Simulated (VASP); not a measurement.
Ti: relaxation of the atoms with r2SCAN

Ti:

```xyz
1
Lattice="-1.5548 1.5548 1.5548 1.5548 -1.5548 1.5548 1.5548 1.5548 -1.5548" Properties=species:S:1:pos:R:3 pbc="T T T"
Ti    0.0000    0.0000    0.0000
```

This isn't the form of Ti at room conditions, which is hcp.

```
Program                : VASP 6.6.1
Task                   : relaxation of the atoms
Functional             : r2SCAN
Potentials or basis    : VASP PAW PBE potentials, release 64 (Ti_sv)
Cutoff                 : 520 eV
k mesh                 : 15 × 15 × 15
Occupations            : fermi-dirac, width 0.1 eV
Spin                   : no spin polarisation
Dipole correction      : no
Further INCAR settings : ALGO = Normal; EDIFF = 1e-07; IBRION = 2; EDIFFG = -0.01; NSW = 60
```

```
Pressure after relaxing : 19.5 GPa
Band gap on the k mesh  : zero (bands 6 and 7 overlap by 2.09 eV)
```

Final structure:
```
Ti
1.0
    -1.55484    1.55484    1.55484
     1.55484   -1.55484    1.55484
     1.55484    1.55484   -1.55484
Ti
1
Cartesian
  0.0000 0.0000 0.0000
```

Levels at points of the mesh, in eV from the Fermi level:
```tsv
k point	band 4	band 5	band 6	band 7	band 8	band 9
(0.00, 0.00, 0.00)	-33.20	-6.59	1.28	1.28	1.28	3.40
```

Wall time 44 s on 1 thread of AMD EPYC 9R45 96-Core Processor (Zen 5), with other jobs on the host, peak memory 0.11 GiB.

Caveat: the PAW data sets were made with another functional, which shifts forces and pressure a little.
